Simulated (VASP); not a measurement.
# CoH3 (I4/mmm) in VASP: single point with PBE

Aim: the single point of CoH3 with PBE.

Everything below comes from runs of VASP 6.6.1. Logs are shortened: lines on timing, memory, paths and dates and some standing lists are left out, and cuts for length are marked.

## (1) The cell of the first run

Symmetry: I4/mmm, No. 139, tetragonal system. The conventional cell has a = 2.603 Å, b = 2.603 Å, c = 5.384 Å, α = 90.00°, β = 90.00°, γ = 90.00°. Within 2.4 Å of Co (site symmetry 4/mmm) lie 12 H at 1.84 to 1.87 Å. H (site symmetry -4m2) has 8 H at 1.84 to 1.87 Å and 4 Co at 1.87 Å within 2.4 Å. Within 2.4 Å of H (site symmetry 4/mmm) lie 4 Co at 1.84 Å and 8 H at 1.87 Å.

## (2) Single point, PBE, collinear spin, ferromagnetic start

Contents of INCAR:

```
SYSTEM = CoH3
PREC = Accurate
ENCUT = 520
EDIFF = 1E-6
ISMEAR = 0
SIGMA = 0.15
LREAL = .FALSE.
LASPH = .TRUE.
NELM = 150
ALGO = Normal
ISIF = 2
LWAVE = .FALSE.
LCHARG = .FALSE.
ISPIN = 2
MAGMOM = 3 0 0 0
LORBIT = 11
LMAXMIX = 4
GGA = PE
NBANDS = 18
```

Contents of KPOINTS:

```
regular mesh
0
G
  6 6 6
  0 0 0
```

Contents of POSCAR:

```
CoH3
1.0
   -1.3015728156      1.3015728156      2.6919427515
    1.3015728156     -1.3015728156      2.6919427515
    1.3015728156      1.3015728156     -2.6919427515
Co H
1 3
Direct
    0.0000000000      0.0000000000      0.0000000000
    0.7500000000      0.2500000000      0.5000000000
    0.2500000000      0.7500000000      0.5000000000
    0.5000000000      0.5000000000      0.0000000000
```

Potentials or basis: VASP PAW PBE potentials, release 64 (Co, H).

Launch:

```
cat potpaw_PBE.64/Co/POTCAR potpaw_PBE.64/H/POTCAR > POTCAR
mpirun -np 1 vasp_std > vasp.out
```

OUTCAR:

```text
SYSTEM = CoH3
   PREC = Accurate
   ENCUT = 520
   EDIFF = 1E-6
   ISMEAR = 0
   LREAL = .FALSE.
   LASPH = .TRUE.
   NELM = 150
   ISIF = 2
   ISPIN = 2
   LORBIT = 11
   GGA = PE

 ion  position               nearest neighbor table
   1  0.000  0.000  0.000-   4 1.84   4 1.84   4 1.84   4 1.84   3 1.87   2 1.87   3 1.87   3 1.87
                             2 1.87   2 1.87   3 1.87   2 1.87
   2  0.750  0.250  0.500-   1 1.87   1 1.87   1 1.87   1 1.87
   3  0.250  0.750  0.500-   1 1.87   1 1.87   1 1.87   1 1.87
   4  0.500  0.500  0.000-   1 1.84   1 1.84   1 1.84   1 1.84

  LATTYP: Found a body centered tetragonal cell.
 ALAT       =     2.6031456312
 C/A-ratio  =     2.0682229371

  Lattice vectors:

 A1 = (  -1.3015728156,   1.3015728156,   2.6919427515)
 A2 = (   1.3015728156,  -1.3015728156,   2.6919427515)
 A3 = (   1.3015728156,   1.3015728156,  -2.6919427515)

Analysis of symmetry for initial positions (statically):
=====================================================================
 Subroutine PRICEL returns:
 Original cell was already a primitive cell.

 Routine SETGRP: Setting up the symmetry group for a
 body centered tetragonal supercell.

 Subroutine GETGRP returns: Found 16 space group operations
 (whereof 16 operations were pure point group operations)
 out of a pool of 16 trial point group operations.

The static configuration has the point symmetry D_4h.

Analysis of symmetry for dynamics (positions and initial velocities):
=====================================================================
 Subroutine PRICEL returns:
 Original cell was already a primitive cell.

 Routine SETGRP: Setting up the symmetry group for a
 body centered tetragonal supercell.

 Subroutine GETGRP returns: Found 16 space group operations
 (whereof 16 operations were pure point group operations)
 out of a pool of 16 trial point group operations.

The dynamic configuration has the point symmetry D_4h.

Analysis of structural, dynamic, and magnetic symmetry:
=====================================================================
 Subroutine PRICEL returns:
 Original cell was already a primitive cell.

 Routine SETGRP: Setting up the symmetry group for a
 body centered tetragonal supercell.

 Subroutine GETGRP returns: Found 16 space group operations
 (whereof 16 operations were pure point group operations)
 out of a pool of 16 trial point group operations.

The overall configuration has the point symmetry D_4h.

 Subroutine INISYM returns: Found 16 space group operations
 (whereof 16 operations are pure point group operations),
 and found     1 'primitive' translations

----------------------------------------------------------------------------------------

                                     Primitive cell

  volume of cell :      18.2416

  direct lattice vectors                    reciprocal lattice vectors
    -1.301572816  1.301572816  2.691942752     0.000000000  0.384150617  0.185739463
     1.301572816 -1.301572816  2.691942752     0.384150617  0.000000000  0.185739463
     1.301572816  1.301572816 -2.691942752     0.384150617  0.384150617  0.000000000

  length of vectors
     3.261094811  3.261094811  3.261094811     0.426697603  0.426697603  0.543271012

  position of ions in fractional coordinates (direct lattice)
     0.000000000  0.000000000  0.000000000
     0.750000000  0.250000000  0.500000000
     0.250000000  0.750000000  0.500000000
     0.500000000  0.500000000  0.000000000

  ion indices of the primitive-cell ions
   primitive index   ion index
                 1           1
                 2           2
                 3           3
                 4           4

----------------------------------------------------------------------------------------

 KPOINTS: regular mesh

Automatic generation of k-mesh.
 Grid dimensions read from file:
 generate k-points for:    6    6    6

 Generating k-lattice:

  Cartesian coordinates                     Fractional coordinates (reciprocal lattice)
     0.000000000  0.064025103  0.030956577     0.166666667  0.000000000  0.000000000
     0.064025103  0.000000000  0.030956577     0.000000000  0.166666667  0.000000000
     0.064025103  0.064025103  0.000000000     0.000000000  0.000000000  0.166666667

  Length of vectors
     0.071116267  0.071116267  0.090545169

  Shift w.r.t. Gamma in fractional coordinates (k-lattice)
     0.000000000  0.000000000  0.000000000

 Subroutine IBZKPT returns following result:
 ===========================================

 Found     30 irreducible k-points:

 Following reciprocal coordinates:
            Coordinates               Weight
  0.000000  0.000000  0.000000      1.000000
  0.166667  0.000000 -0.000000      8.000000
  0.333333  0.000000  0.000000      8.000000
  0.500000  0.000000 -0.000000      4.000000
  0.166667  0.166667 -0.000000      8.000000
  0.333333  0.166667  0.000000     16.000000
[... 16 lines left out ...]
 -0.333333 -0.333333  0.166667      8.000000
 -0.166667 -0.333333  0.166667      8.000000
 [... further k-points ...]
   k-points           NKPTS =     30   k-points in BZ     NKDIM =     30   number of bands    NBANDS=     18
   number of dos      NEDOS =    301   number of ions     NIONS =      4
   total plane-waves  NPLWV =  13824
   dimension x,y,z NGX =    24 NGY =   24 NGZ =   24
   dimension x,y,z NGXF=    48 NGYF=   48 NGZF=   48
   ions per type =               1   3
   NGX,Y,Z   is equivalent  to a cutoff of  12.23, 12.23, 12.23 a.u.
   NGXF,Y,Z  is equivalent  to a cutoff of  24.47, 24.47, 24.47 a.u.
 SYSTEM =  CoH3
   PREC   = accura    normal or accurate (medium, high low for compatibility)
   ISTART =      0    job   : 0-new  1-cont  2-samecut
   ICHARG =      2    charge: 1-file 2-atom 10-const
   ISPIN  =      2    spin polarized calculation?
   LNONCOLLINEAR =      F non collinear calculations
   LSORBIT =      F    spin-orbit coupling
   LASPH  =      T    aspherical Exc in radial PAW
   ENCUT  =  520.0 eV  38.22 Ry    6.18 a.u.   6.06  6.06  6.06*2*pi/ulx,y,z
   NELM   =    150;   NELMIN=  2; NELMDL= -5     # of ELM steps
   EDIFF  = 0.1E-05   stopping-criterion for ELM
   LREAL  =      F    real-space projection
   EDIFFG = 0.1E-04   stopping-criterion for IOM
   NSW    =      0    number of steps for IOM
   IBRION =     -1    ionic relax: 0-MD 1-quasi-New 2-CG
   NFREE  =      0    steps in history (QN), initial steepest desc. (CG)
   ISIF   =      2    stress and relaxation
   ISYM   =      2    0-nonsym 1-usesym 2-fastsym
   POTIM  = 0.5000    time-step for ionic-motion
   TEBEG  =    0.0;   TEEND  =   0.0 temperature during run
   PSTRESS=    0.0 pullay stress
   NELECT =      12.0000    total number of electrons
   NUPDOWN=      -1.0000    fix difference up-down
   EMIN   =  10.00;   EMAX   =-10.00  energy-range for DOS
   EFERMI =   0.00;   METHOD = LEGACY
   ISMEAR =     0;   SIGMA  =   0.15  broadening in eV -4-tet -1-fermi 0-gaus
   EFERMI_NEDOS =   21; number of points for ismear=-14 and -15
   IALGO  =     38    algorithm
   IMIX   =      4    mixing-type and parameters
     AMIX     =   0.40;   BMIX     =  1.00
     AMIX_MAG =   1.60;   BMIX_MAG =  1.00
  volume/ion in A,a.u.               =       4.56        30.78
  Fermi-wavevector in a.u.,A,eV,Ry     =   1.423796  2.690584 27.581650  2.027194
  Thomas-Fermi vector in A             =   2.544355
   LORBIT       =     11    0 simple, 1 ext, 2 COOP (PROOUT), +10 PAW based schemes
   GGA     = PE    functional components
   LHFCALC =     F    Hartree Fock is set to
   AEXX    =    0.0000 exact exchange contribution
   IVDW    =     0    specifies the selected vdW correction
   LEPSILON=     F    determine dielectric tensor
   LRPA    =     F    only Hartree local field effects (RPA)
 spin polarized calculation
 Gauss-broadening in eV      SIGMA  =   0.15
  energy-cutoff  :      520.00
  volume of cell :       18.24
 maximum number of plane-waves:       504
   NGX = 13   NGY = 13   NGZ = 13

 number of electron      12.0000001 magnetization      -0.0000390

 number of electron      12.0000001 magnetization       0.0005095

 Free energy of the ion-electron system (eV)
  ---------------------------------------------------
  ext. energy  EPLUGINS =         0.00000000
  ---------------------------------------------------
  free energy    TOTEN  =       -15.54182778 eV

  energy without entropy =      -15.53239015  energy(sigma->0) =      -15.53710896

 E-fermi :   7.9761     XC(G=0): -12.6555

 val. band max:        7.9127244569   @ k =   0.5000   0.5000   0.5000
 cond. band min:       8.0155701779   @ k =   0.3333   0.3333   0.1667
 fundamental gap:      0.1028457210
 Fermi energy:         7.9761287101

 spin component 1

 k-point     1 :       0.0000    0.0000    0.0000
  band No.  band energies     occupation
      1      -6.0105      1.00000
      2       4.2815      1.00000
      3       4.9733      1.00000
      4       6.6351      1.00000
      5       6.6351      1.00000
      6       7.3865      1.00000
[... 10 lines left out ...]
     17      39.3746      0.00000
     18      40.1151      0.00000
[... 466 lines left out ...]
      2       2.9356      1.00000
      3       4.2272      1.00000
      4       6.6701      1.00000
      5       6.9358      1.00000
      6       7.2061      1.00000
[... 10 lines left out ...]
     17      37.1562      0.00000
     18      38.4649      0.00000

 [... further k-points ...]

 spin component 2

 k-point     1 :       0.0000    0.0000    0.0000
  band No.  band energies     occupation
      1      -6.0103      1.00000
      2       4.2817      1.00000
      3       4.9733      1.00000
      4       6.6357      1.00000
      5       6.6357      1.00000
      6       7.3871      1.00000
[... 10 lines left out ...]
     17      39.3749      0.00000
     18      40.1153      0.00000
[... 466 lines left out ...]
      2       2.9359      1.00000
      3       4.2273      1.00000
      4       6.6706      1.00000
      5       6.9364      1.00000
      6       7.2067      1.00000
[... 10 lines left out ...]
     17      37.1565      0.00000
     18      38.4651      0.00000

 [... further k-points ...]
[... 5 lines left out ...]
  --------------------------------------------------------------------------------------
  -------------------------------------------------------------------------------------
  Total       -0.0476427     -0.0476427     -0.1173576      0.0000000     -0.0000000      0.0000000
  in kB       -4.1845039     -4.1845039    -10.3076346      0.0000000     -0.0000000      0.0000000
  external PRESSURE =      -6.2255475 kB  Pullay stress =       0.0000000 kB

 VOLUME and BASIS-vectors are now :
 -----------------------------------------------------------------------------
  energy-cutoff  :      520.00
  volume of cell :       18.24
      direct lattice vectors                 reciprocal lattice vectors
    -1.301572816  1.301572816  2.691942752     0.000000000  0.384150617  0.185739463
     1.301572816 -1.301572816  2.691942752     0.384150617  0.000000000  0.185739463
     1.301572816  1.301572816 -2.691942752     0.384150617  0.384150617  0.000000000

 POSITION                                       TOTAL-FORCE (eV/Angst)
 -----------------------------------------------------------------------------------
      0.00000      0.00000      0.00000        -0.000000     -0.000000     -0.000000
      0.00000      1.30157      1.34597         0.000000     -0.000000     -0.000000
      1.30157      0.00000      1.34597        -0.000000      0.000000      0.000000
      0.00000      0.00000      2.69194        -0.000000     -0.000000     -0.000000
 -----------------------------------------------------------------------------------
    total drift:                                0.000000      0.000000      0.000000

  FREE ENERGIE OF THE ION-ELECTRON SYSTEM (eV)
  ---------------------------------------------------
  free  energy   TOTEN  =       -15.5418277763 eV

  energy  without entropy=      -15.5323901452  energy(sigma->0) =      -15.53710896

 total charge

# of ion       s       p       d       tot
------------------------------------------
    1        0.385   0.509   7.555   8.448
    2        0.472   0.026   0.000   0.499
    3        0.472   0.026   0.000   0.499
    4        0.474   0.031   0.000   0.505
--------------------------------------------------
tot          1.803   0.592   7.555   9.951

 magnetization (x)

# of ion       s       p       d       tot
------------------------------------------
    1        0.000   0.000   0.000   0.000
    2        0.000   0.000   0.000   0.000
    3        0.000   0.000   0.000   0.000
    4        0.000   0.000   0.000   0.000
--------------------------------------------------
tot          0.000   0.000   0.000   0.000
```

It took 15 s on 1 thread of Intel Xeon Platinum 8488C (Sapphire Rapids), shared host; peak memory 0.15 GiB.

Results:

* Free energy: -15.5418 eV
* Pressure: -0.6 GPa
* Band gap on the k mesh: zero (filled and empty bands overlap)
* Net moment: 0.00 μB per cell
* Valence electrons inside the program's atomic spheres: Co 8.45; H 0.50, 0.51

Stress tensor (GPa, compression positive):
```
-0.42  0.00  0.00
 0.00 -0.42  0.00
 0.00  0.00 -1.03
```

Levels at points of the mesh, in eV from the Fermi level:
Spin up:
```csv
k point,band 4,band 5,band 6,band 7,band 8,band 9
"(0.00, 0.00, 0.00)",-1.34,-1.34,-0.59,3.77,5.74,9.33
"(0.50, 0.00, 0.00)",-1.58,-0.88,-0.80,0.23,1.23,9.38
"(0.50, 0.50, 0.00)",-1.50,-1.11,0.04,3.74,4.20,5.00
"(0.50, 0.50, 0.50)",-0.68,-0.68,-0.53,-0.06,5.89,10.75
```
Spin down:
```csv
k point,band 4,band 5,band 6,band 7,band 8,band 9
"(0.00, 0.00, 0.00)",-1.34,-1.34,-0.59,3.77,5.74,9.33
"(0.50, 0.00, 0.00)",-1.58,-0.88,-0.80,0.23,1.23,9.38
"(0.50, 0.50, 0.00)",-1.50,-1.11,0.04,3.74,4.20,5.00
"(0.50, 0.50, 0.50)",-0.68,-0.68,-0.53,-0.06,5.89,10.75
```

Caveat: the k points lie up to 0.57 Å⁻¹ apart; the starting moments collapsed, and a magnetic state may lie lower.
